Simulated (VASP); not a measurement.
# H3C18N in VASP: notebook

Runs on H3C18N. Level: PBE+D3(BJ). Tasks: single point.

All numbers are computed with VASP 6.6.1; they aren't measurements. Logs are shortened: lines on timing, memory, paths and dates and some standing lists are left out, and cuts for length are marked.

## 1. The cell of the first run

The cell holds a slab with vacuum, 22 atoms: a = 7.398 Å, b = 7.398 Å, c = 13.000 Å, α = 90.00°, β = 90.00°, γ = 120.00°.

## 2. Single point, PBE+D3(BJ)

Input file INCAR:

```
SYSTEM = H3C18N
ALGO = Normal
EDIFF = 1E-6
ENCUT = 520
GGA = PE
ISIF = 2
ISMEAR = 0
IVDW = 12
LASPH = .TRUE.
LCHARG = .TRUE.
LELF = .TRUE.
LREAL = Auto
LVHAR = .TRUE.
LWAVE = .FALSE.
NBANDS = 57
NELM = 80
PREC = Accurate
SIGMA = 0.02
```

Input file KPOINTS:

```
k-points
0
G
  2 2 1
  0 0 0
```

Input file POSCAR:

```
H3C18N
1.0
    7.3980000000      0.0000000000      0.0000000000
   -3.6990000000      6.4068560000      0.0000000000
    0.0000000000      0.0000000000     13.0000000000
C N H
18 1 3
Direct
    0.0018836001     -0.0043456595      0.0529453016
    0.2268641979      0.1081283390      0.0524361872
    0.0039780204      0.3310644062      0.0532615929
    0.2247418166      0.4414765975      0.0531508309
    0.0039737613      0.6623034684      0.0531098434
    0.2248338682      0.7727340547      0.0528533643
    0.3372626057     -0.0024289558      0.0525038037
    0.5580175332      0.1080086579      0.0530081463
    0.3372040258      0.3289681999      0.0529061472
    0.5581727340      0.4394546656      0.0532537709
    0.3351823434      0.6624067273      0.0531192523
    0.5601212351      0.7748336951      0.0532621054
    0.6705052786     -0.0044236029      0.0532735007
    0.8914657407      0.1060894293      0.0532510297
    0.6685672354      0.3290148844      0.0533073380
    0.8935468348      0.4415424677      0.0533460939
    0.6706534400      0.6644067202      0.0533577902
    0.8914450504      0.7747144633      0.0532004523
    0.2510750932      0.0180774523      0.3072377852
    0.2523041838      0.0606864026      0.3821203370
    0.3840368766      0.1351829518      0.2746566014
    0.1303801251      0.0247741348      0.2727469254
```

Potentials or basis: VASP PAW PBE potentials, release 64 (C, N, H).

Command:

```bash
$ cat potpaw_PBE.64/C/POTCAR potpaw_PBE.64/N/POTCAR potpaw_PBE.64/H/POTCAR > POTCAR
$ mpirun -np 1 vasp_std > vasp.out
```

OUTCAR:

```text
SYSTEM = H3C18N
   EDIFF = 1E-6
   ENCUT = 520
   GGA = PE
   ISIF = 2
   ISMEAR = 0
   IVDW = 12
   LASPH = .TRUE.
   LREAL = Auto
   NELM = 80
   PREC = Accurate
 IVDW          = 12

 ion  position               nearest neighbor table
   1  0.002  0.996  0.053-  14 1.41  18 1.42   2 1.44
   2  0.227  0.108  0.052-   9 1.41   7 1.42   1 1.44
   3  0.004  0.331  0.053-   4 1.41  16 1.42  14 1.44
   4  0.225  0.441  0.053-   3 1.41  11 1.42   9 1.44
   5  0.004  0.662  0.053-  16 1.41   6 1.42  18 1.44
   6  0.225  0.773  0.053-  11 1.41   5 1.42   7 1.44
[... 11 lines left out ...]
  18  0.891  0.775  0.053-  17 1.41   1 1.42   5 1.44
  19  0.251  0.018  0.307-  20 1.02  22 1.02  21 1.02
  20  0.252  0.061  0.382-  19 1.02
  21  0.384  0.135  0.275-  19 1.02
  22  0.130  0.025  0.273-  19 1.02

  LATTYP: Found a hexagonal cell.
 ALAT       =     7.3980000000
 C/A-ratio  =     1.7572316842

  Lattice vectors:

 A1 = (   7.3980000000,   0.0000000000,   0.0000000000)
 A2 = (  -3.6990000000,   6.4068560000,   0.0000000000)
 A3 = (   0.0000000000,   0.0000000000,  13.0000000000)

Analysis of symmetry for initial positions (statically):
=====================================================================
 Subroutine PRICEL returns:
 Original cell was already a primitive cell.

 Routine SETGRP: Setting up the symmetry group for a
 hexagonal supercell.

 Subroutine GETGRP returns: Found  1 space group operations
 (whereof  1 operations were pure point group operations)
 out of a pool of 24 trial point group operations.

The static configuration has the point symmetry C_1 .

Analysis of symmetry for dynamics (positions and initial velocities):
=====================================================================
 Subroutine PRICEL returns:
 Original cell was already a primitive cell.

 Routine SETGRP: Setting up the symmetry group for a
 hexagonal supercell.

 Subroutine GETGRP returns: Found  1 space group operations
 (whereof  1 operations were pure point group operations)
 out of a pool of 24 trial point group operations.

The dynamic configuration has the point symmetry C_1 .

 Subroutine INISYM returns: Found  1 space group operations
 (whereof  1 operations are pure point group operations),
 and found     1 'primitive' translations

----------------------------------------------------------------------------------------

                                     Primitive cell

  volume of cell :     616.1730

  direct lattice vectors                    reciprocal lattice vectors
     7.398000000  0.000000000  0.000000000     0.135171668  0.078041398  0.000000000
    -3.699000000  6.406856000  0.000000000     0.000000000  0.156082796  0.000000000
     0.000000000  0.000000000 13.000000000     0.000000000  0.000000000  0.076923077

  length of vectors
     7.398000000  7.398000054 13.000000000     0.156082797  0.156082796  0.076923077

  position of ions in fractional coordinates (direct lattice)
     0.001883600  0.995654341  0.052945302
     0.226864198  0.108128339  0.052436187
     0.003978020  0.331064406  0.053261593
     0.224741817  0.441476597  0.053150831
     0.003973761  0.662303468  0.053109843
     0.224833868  0.772734055  0.052853364
[... 14 lines left out ...]
     0.384036877  0.135182952  0.274656601
     0.130380125  0.024774135  0.272746925

  ion indices of the primitive-cell ions
   primitive index   ion index
                 1           1
                 2           2
                 3           3
                 4           4
                 5           5
                 6           6
[... 14 lines left out ...]
                21          21
                22          22

----------------------------------------------------------------------------------------

 KPOINTS: k-points

Automatic generation of k-mesh.
 Grid dimensions read from file:
 generate k-points for:    2    2    1

 Generating k-lattice:

  Cartesian coordinates                     Fractional coordinates (reciprocal lattice)
     0.067585834  0.039020699  0.000000000     0.500000000 -0.000000000  0.000000000
     0.000000000  0.078041398  0.000000000     0.000000000  0.500000000  0.000000000
     0.000000000  0.000000000  0.076923077     0.000000000  0.000000000  1.000000000

  Length of vectors
     0.078041399  0.078041398  0.076923077

  Shift w.r.t. Gamma in fractional coordinates (k-lattice)
     0.000000000  0.000000000  0.000000000

 Subroutine IBZKPT returns following result:
 ===========================================

 Found      4 irreducible k-points:

 Following reciprocal coordinates:
            Coordinates               Weight
  0.000000  0.000000  0.000000      1.000000
  0.500000  0.000000  0.000000      1.000000
  0.000000  0.500000  0.000000      1.000000
  0.500000  0.500000  0.000000      1.000000
   k-points           NKPTS =      4   k-points in BZ     NKDIM =      4   number of bands    NBANDS=     57
   number of dos      NEDOS =    301   number of ions     NIONS =     22
   total plane-waves  NPLWV = 307328
   dimension x,y,z NGX =    56 NGY =   56 NGZ =   98
   dimension x,y,z NGXF=   112 NGYF=  112 NGZF=  196
   ions per type =              18   1   3
   NGX,Y,Z   is equivalent  to a cutoff of  12.58, 12.58, 12.53 a.u.
   NGXF,Y,Z  is equivalent  to a cutoff of  25.17, 25.17, 25.06 a.u.
 SYSTEM =  H3C18N
   PREC   = accura    normal or accurate (medium, high low for compatibility)
   ISTART =      0    job   : 0-new  1-cont  2-samecut
   ICHARG =      2    charge: 1-file 2-atom 10-const
   ISPIN  =      1    spin polarized calculation?
   LNONCOLLINEAR =      F non collinear calculations
   LSORBIT =      F    spin-orbit coupling
   LASPH  =      T    aspherical Exc in radial PAW
   ENCUT  =  520.0 eV  38.22 Ry    6.18 a.u.  13.76 13.76 24.17*2*pi/ulx,y,z
   NELM   =     80;   NELMIN=  2; NELMDL= -5     # of ELM steps
   EDIFF  = 0.1E-05   stopping-criterion for ELM
   LREAL  =      T    real-space projection
   EDIFFG = 0.1E-04   stopping-criterion for IOM
   NSW    =      0    number of steps for IOM
   IBRION =     -1    ionic relax: 0-MD 1-quasi-New 2-CG
   NFREE  =      0    steps in history (QN), initial steepest desc. (CG)
   ISIF   =      2    stress and relaxation
   ISYM   =      2    0-nonsym 1-usesym 2-fastsym
   POTIM  = 0.5000    time-step for ionic-motion
   TEBEG  =    0.0;   TEEND  =   0.0 temperature during run
   PSTRESS=    0.0 pullay stress
   NELECT =      80.0000    total number of electrons
   NUPDOWN=      -1.0000    fix difference up-down
   EMIN   =  10.00;   EMAX   =-10.00  energy-range for DOS
   EFERMI =   0.00;   METHOD = LEGACY
   ISMEAR =     0;   SIGMA  =   0.02  broadening in eV -4-tet -1-fermi 0-gaus
   EFERMI_NEDOS =   21; number of points for ismear=-14 and -15
   IALGO  =     38    algorithm
   IMIX   =      4    mixing-type and parameters
     AMIX     =   0.40;   BMIX     =  1.00
     AMIX_MAG =   1.60;   BMIX_MAG =  1.00
  volume/ion in A,a.u.               =      28.01       189.01
  Fermi-wavevector in a.u.,A,eV,Ry     =   0.828967  1.566521  9.349739  0.687186
  Thomas-Fermi vector in A             =   1.941434
   LORBIT       =      0    0 simple, 1 ext, 2 COOP (PROOUT), +10 PAW based schemes
   GGA     = PE    functional components
   LHFCALC =     F    Hartree Fock is set to
   AEXX    =    0.0000 exact exchange contribution
   IVDW    =    12    specifies the selected vdW correction
   LEPSILON=     F    determine dielectric tensor
   LRPA    =     F    only Hartree local field effects (RPA)
 non-spin polarized calculation
 Gauss-broadening in eV      SIGMA  =   0.02
  energy-cutoff  :      520.00
  volume of cell :      616.17
 maximum number of plane-waves:     16651
 NGX is ok and might be reduce to    56
   NGX = 27   NGY = 27   NGZ = 49

 number of electron      80.0000002 magnetization

 Free energy of the ion-electron system (eV)
  ---------------------------------------------------
  ext. energy  EPLUGINS =         0.00000000
  ---------------------------------------------------
  free energy    TOTEN  =      -185.16904963 eV

  energy without entropy =     -185.16904963  energy(sigma->0) =     -185.16904963

 E-fermi :  -1.7569     XC(G=0):  -3.8738

 val. band max:       -1.8663341936   @ k =   0.0000   0.0000   0.0000
 cond. band min:      -1.6529583596   @ k =   0.0000   0.0000   0.0000
 fundamental gap:      0.2133758340
 Fermi energy:        -1.7569456957

 k-point     1 :       0.0000    0.0000    0.0000
  band No.  band energies     occupation
      1     -21.2829      2.00000
      2     -18.7971      2.00000
      3     -18.7791      2.00000
      4     -18.6843      2.00000
      5     -18.6567      2.00000
      6     -18.6531      2.00000
[... 44 lines left out ...]
     51       3.2568      0.00000
     52       4.2963      0.00000

 k-point     2 :       0.5000    0.0000    0.0000
  band No.  band energies     occupation
      1     -20.6311      2.00000
      2     -20.6268      2.00000
      3     -19.3835      2.00000
      4     -19.2894      2.00000
      5     -18.6264      2.00000
      6     -16.8918      2.00000
[... 44 lines left out ...]
     51       3.7085      0.00000
     52       3.8150      0.00000

 k-point     3 :       0.0000    0.5000    0.0000
  band No.  band energies     occupation
      1     -20.6363      2.00000
      2     -20.6216      2.00000
      3     -19.3808      2.00000
      4     -19.2921      2.00000
      5     -18.6266      2.00000
      6     -16.8895      2.00000
[... 44 lines left out ...]
     51       3.7428      0.00000
     52       3.9786      0.00000

 k-point     4 :       0.5000    0.5000    0.0000
  band No.  band energies     occupation
      1     -20.6353      2.00000
      2     -20.6226      2.00000
      3     -19.3811      2.00000
      4     -19.2919      2.00000
      5     -18.6263      2.00000
      6     -16.8908      2.00000
[... 44 lines left out ...]
     51       3.7230      0.00000
     52       4.0022      0.00000
 [bands above 52 left out]

------------------------ aborting loop because EDIFF is reached ----------------------------------------

 Edisp (eV)   -1.75363

 E8    (eV) :    -0.5332

  FORCE on cell =-STRESS in cart. coord.  units (eV):
  Direction    XX          YY          ZZ          XY          YZ          ZX
  --------------------------------------------------------------------------------------
  -------------------------------------------------------------------------------------
  Total       1.06483     1.05887    -0.20461    -0.00488     0.00337     0.00021
  in kB       2.76877     2.75329    -0.53204    -0.01268     0.00877     0.00055
  external pressure =        1.66 kB  Pullay stress =        0.00 kB

 VOLUME and BASIS-vectors are now :
 -----------------------------------------------------------------------------
  energy-cutoff  :      520.00
  volume of cell :      616.17
      direct lattice vectors                 reciprocal lattice vectors
     7.398000000  0.000000000  0.000000000     0.135171668  0.078041398  0.000000000
    -3.699000000  6.406856000  0.000000000     0.000000000  0.156082796  0.000000000
     0.000000000  0.000000000 13.000000000     0.000000000  0.000000000  0.076923077

 POSITION                                       TOTAL-FORCE (eV/Angst)
 -----------------------------------------------------------------------------------
     -3.66899      6.37901      0.68829         0.004314      0.009073      0.000852
      1.27837      0.69276      0.68167        -0.000379      0.000751     -0.000365
     -1.19518      2.12108      0.69240         0.001665     -0.010000     -0.001858
      0.02962      2.82848      0.69096         0.011386     -0.000027      0.002545
     -2.42046      4.24328      0.69043        -0.008829      0.003482      0.001873
     -1.19502      4.95080      0.68709        -0.004005      0.010154     -0.004297
[... 14 lines left out ...]
      2.34106      0.86610      3.57054         0.006597     -0.025018     -0.004435
      0.87291      0.15872      3.54571         0.007567     -0.022925     -0.009447
 -----------------------------------------------------------------------------------
    total drift:                                0.029386      0.003383      0.053373

  FREE ENERGIE OF THE ION-ELECTRON SYSTEM (eV)
  ---------------------------------------------------
  free  energy   TOTEN  =      -186.9226778188 eV

  energy  without entropy=     -186.9226778188  energy(sigma->0) =     -186.92267782
```

Run time: 8.2 min. Hardware: 1 thread of Intel Xeon Platinum 8259CL at 2.50GHz (Skylake/Cascade Lake), shared host; peak memory 0.64 GiB.

Results:

```
Free energy                : -186.9227 eV
Largest force              : 0.074 eV/Å
Band gap on the k mesh     : 0.21 eV
Dispersion energy per atom : -0.080 eV
```

Forces in eV/Å, atoms in the order of the input:
```
C    0.004  0.009  0.001
C    0.000  0.001  0.000
C    0.002 -0.010 -0.002
C    0.011  0.000  0.003
C   -0.009  0.003  0.002
C   -0.004  0.010 -0.004
C   -0.006  0.000  0.005
C    0.003  0.007 -0.001
C    0.006  0.006  0.003
C   -0.002  0.001 -0.004
C    0.010 -0.005  0.003
C    0.005 -0.012  0.000
C    0.001  0.011 -0.001
C   -0.004  0.003  0.004
C   -0.005 -0.002 -0.002
C   -0.012 -0.004  0.002
C   -0.006 -0.012  0.000
C    0.011 -0.005  0.001
N   -0.029  0.068  0.000
H    0.010 -0.021  0.003
H    0.007 -0.025 -0.004
H    0.008 -0.023 -0.009
```

Caveat: the k points lie up to 0.49 Å⁻¹ apart.

## 3. Single point, PBE+D3(BJ)

Input file INCAR:

```
ALGO = Normal
EDIFF = 1E-7
ENCUT = 520
GGA = PE
ISIF = 2
ISMEAR = 0
IVDW = 12
LASPH = T
LCHARG = F
LREAL = Auto
LWAVE = F
NBANDS = 57
NELM = 100
PREC = Accurate
SIGMA = 0.02
```

Input file KPOINTS:

```
k-points
0
Gamma
  2 2 1
```

Input file POSCAR:

```
H3C18N
1.0
    7.3980000000      0.0000000000      0.0000000000
   -3.6990000000      6.4068560000      0.0000000000
    0.0000000000      0.0000000000     13.0000000000
C N H
18 1 3
Direct
    0.0009024667     -0.0072366254      0.0699862948
    0.2257152752      0.1048590424      0.1035678334
    0.0058672452      0.3287179382      0.0678812198
    0.2242042094      0.4340825473      0.0702096340
    0.0056401115      0.6621185694      0.0679992504
    0.2241561086      0.7751475320      0.0702973237
    0.3393699830     -0.0061359737      0.0719760425
    0.5578743148      0.1051051934      0.0667788143
    0.3391329887      0.3298873678      0.0724849899
    0.5579918332      0.4378633368      0.0668231460
    0.3385389114      0.6618110943      0.0891399371
    0.5653998291      0.7752528720      0.0653849135
    0.6727918391     -0.0061104254      0.0613092354
    0.8934588405      0.1034764108      0.0633066191
    0.6705920139      0.3279089285      0.0685603650
    0.8946825501      0.4399526826      0.0684992889
    0.6727518207      0.6637688725      0.0613948492
    0.8932269361      0.7746422247      0.0633458767
    0.2186538654      0.0912610769      0.2201270626
    0.3415534953     -0.3359372366      0.1758229778
    0.3683064976      0.1760232592      0.2473995778
    0.1399377345      0.1629677825      0.2469355683
```

Potentials or basis: VASP PAW PBE potentials, release 64 (C, N, H).

Command:

```bash
$ cat potpaw_PBE.64/C/POTCAR potpaw_PBE.64/N/POTCAR potpaw_PBE.64/H/POTCAR > POTCAR
$ mpirun -np 1 vasp_std > vasp.out
```

Wall time 7.6 min (1 thread of Intel Xeon Platinum 8259CL at 2.50GHz (Skylake/Cascade Lake), shared host); peak memory 0.64 GiB.

It converged, with:

- Free energy: -183.6281 eV
- Largest force: 0.047 eV/Å
- Band gap on the k mesh: 0.33 eV (least direct gap 0.39 eV)
- Dispersion energy per atom: -0.084 eV

Forces on the atoms (eV/Å):
```
C    0.011  0.002 -0.004
C    0.013 -0.013  0.003
C   -0.010  0.006  0.004
C    0.002  0.020 -0.007
C    0.009 -0.008 -0.005
C   -0.005 -0.019 -0.004
C    0.001  0.004  0.002
C   -0.006  0.026  0.006
C    0.021 -0.013 -0.012
C   -0.001 -0.013  0.004
C   -0.009  0.005 -0.020
C    0.004  0.003 -0.007
C    0.004  0.003 -0.003
C   -0.015 -0.012 -0.011
C   -0.015 -0.010 -0.008
C    0.004  0.002  0.002
C    0.005  0.007  0.001
C   -0.009  0.002 -0.004
N   -0.026  0.032  0.022
H   -0.005  0.006  0.024
H    0.018 -0.009  0.011
H    0.009 -0.020  0.005
```

Levels at points of the mesh, in eV from the valence-band top:
```
           k point  band 36  band 37  band 38  band 39  band 40  band 41  band 42  band 43  band 44  band 45
(0.00, 0.00, 0.00)    -2.68    -2.27    -1.76    -1.44     0.00     0.39     1.97     2.48     3.26     4.05
(0.50, 0.00, 0.00)    -2.53    -2.30    -2.18    -1.79    -0.45     0.53     2.37     2.54     2.77     3.55
(0.00, 0.50, 0.00)    -2.61    -2.40    -2.34    -1.71    -0.19     0.34     2.29     2.56     2.69     3.64
(0.50, 0.50, 0.00)    -2.50    -2.42    -2.23    -1.82    -0.19     0.33     2.27     2.55     2.73     3.68
```

Caveat: the k points lie up to 0.49 Å⁻¹ apart.
